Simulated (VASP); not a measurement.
Write the native input for VASP 6.6.1 that does the following.

| Item | Value |
| --- | --- |
| Task | electric field gradients |
| Functional | LDA |
| Potentials or basis | VASP PAW LDA potentials, release 64 (Sb, Pt) |
| Cutoff | 520 eV |
| k mesh | 11 × 11 × 8 |
| Occupations | fermi-dirac, width 0.08 eV |
| Spin | no spin polarisation |
| Dipole correction | no |
| Further INCAR settings | ALGO = Normal; EDIFF = 1e-08; NBANDS = 23 |

The structure of SbPt lies in POSCAR:

```
SbPt
1.0
    4.1843461804      0.0000000000      0.0000000000
   -2.0921730902      3.6237500904      0.0000000000
    0.0000000000      0.0000000000      5.5440082577
Sb Pt
2 2
Direct
    0.3333333333      0.6666666667      0.2500000000
    0.6666666667      0.3333333333      0.7500000000
    0.0000000000      0.0000000000      0.0000000000
    0.0000000000      0.0000000000      0.5000000000
```

This cell differs from its parent crystal: volume scaled by 1.04.

One way to write it, as run:

INCAR

```
  PREC = Accurate
  ENCUT = 520
  EDIFF = 1E-8
  ISMEAR = -1
  SIGMA = 0.08
  LREAL = F
  LASPH = T
  NELM = 80
  ALGO = Normal
  ISIF = 2
  LWAVE = F
  LCHARG = F
  GGA = CA
  LEFG = T
  NBANDS = 23
```

KPOINTS

```
regular mesh
0
Gamma
  11 11 8
```

Potentials or basis: VASP PAW LDA potentials, release 64 (Sb, Pt).

Launch:

```bash
$ cat potpaw_LDA.64/Sb/POTCAR potpaw_LDA.64/Pt/POTCAR > POTCAR
$ mpirun -np 1 vasp_std > vasp.out
```

Results of the run:

The pressure is -5.2 GPa. The band gap on the k mesh is zero (band 15 reaches 11.72 eV, above the bottom of band 16 at 7.94 eV).

Caveat: without QUAD_EFG the Cq values of the log hold for a quadrupole moment of 1 mb, not for the nuclei; spin-orbit coupling is left out, which moves the levels of the heavy elements.

Wall time 3.4 min on 1 thread of Oxide Virtual Turin-like Processor, with other jobs on the host, peak memory 0.23 GiB.
